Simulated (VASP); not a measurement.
Crystal: HfO2.

```
CELL_PARAMETERS angstrom
0.00000 2.52918 2.52918
2.52918 0.00000 2.52918
2.52918 2.52918 0.00000
ATOMIC_POSITIONS crystal
Hf 0.00000 0.00000 0.00000
O 0.25000 0.25000 0.25000
O 0.75000 0.75000 0.75000
```

Base run:

* Program: VASP 6.6.1
* Functional: r2SCAN
* Potentials or basis: VASP PAW PBE potentials, release 64 (Hf_pv, O)
* Cutoff: 520 eV
* k mesh: 6 × 6 × 6
* Occupations: gaussian, width 0.01 eV
* Spin: no spin polarisation

Its results: band gap on the k mesh 4.31 eV, direct; pressure -4.0 GPa.

The run is repeated on the same cell with these changes: functional from r2SCAN to PBE. What comes out?

Band gap on the k mesh 3.82 eV, direct; pressure 2.1 GPa.

r2SCAN gives the wider gap, since meta-GGAs in the generalised Kohn-Sham scheme recover part of the derivative discontinuity.

Caveats: spin-orbit coupling is left out, which moves the levels of the heavy elements; the PAW data sets were made with another functional, which shifts forces and pressure a little (some runs).

A k mesh can miss the band edges.
